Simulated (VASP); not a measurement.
The system is RbGe2Sb3.

```
Rb Ge Sb
1.0
     7.18280    0.00000    0.00000
    -3.59140    6.22049    0.00000
     0.00000    0.00000    4.15443
Rb Ge Sb
1 2 3
Cartesian
  0.0000 0.0000 0.0000
  0.0000 4.1470 0.0000
  3.5914 2.0735 0.0000
  3.5914 0.0000 2.0772
  1.7957 3.1102 2.0772
  -1.7957 3.1102 2.0772
```

* Program: VASP 6.6.1
* Task: relaxation of cell and atoms
* Functional: PBE
* Potentials or basis: VASP PAW PBE potentials, release 64 (Rb_sv, Ge_d, Sb)
* Cutoff: 600 eV
* k mesh: 6 × 6 × 10
* Occupations: gaussian, width 0.1 eV
* Spin: no spin polarisation

At the start: pressure 0.2 GPa; volume 30.94 Å³/atom.

**Question.** How do energy, volume and symmetry change on relaxing?

**Answer.** Over 11 steps the energy falls by 5.1 meV/atom and the volume is 30.71 Å³/atom (-0.7 %); space group P6/mmm (No. 191, to 0.1 Å) before and after.

Step by step:
```csv
step,energy change (eV),largest force (eV/Å),pressure (GPa),volume (Å³)
1,0.0000,0.0000,0.19,185.62
2,-0.0089,0.0000,-0.10,186.62
3,-0.0122,0.0000,-0.44,187.93
4,-0.0174,0.0000,-0.04,185.79
5,-0.0180,0.0000,0.07,185.08
6,-0.0180,0.0000,0.37,183.65
7,-0.0182,0.0000,0.19,184.49
8,-0.0214,0.0000,0.20,184.47
9,-0.0301,0.0000,0.05,184.32
10,-0.0301,0.0000,0.00,184.22
11,-0.0304,0.0000,0.02,184.27
```

Final structure:
```xyz
6
Lattice="6.9348 0.0000 0.0000 -3.4674 6.0057 0.0000 0.0000 0.0000 4.4244" Properties=species:S:1:pos:R:3 pbc="T T T"
Rb    0.0000    0.0000    0.0000
Ge    0.0000    4.0038    0.0000
Ge    3.4674    2.0019    0.0000
Sb    3.4674    0.0000    2.2122
Sb    1.7337    3.0029    2.2122
Sb   -1.7337    3.0029    2.2122
```
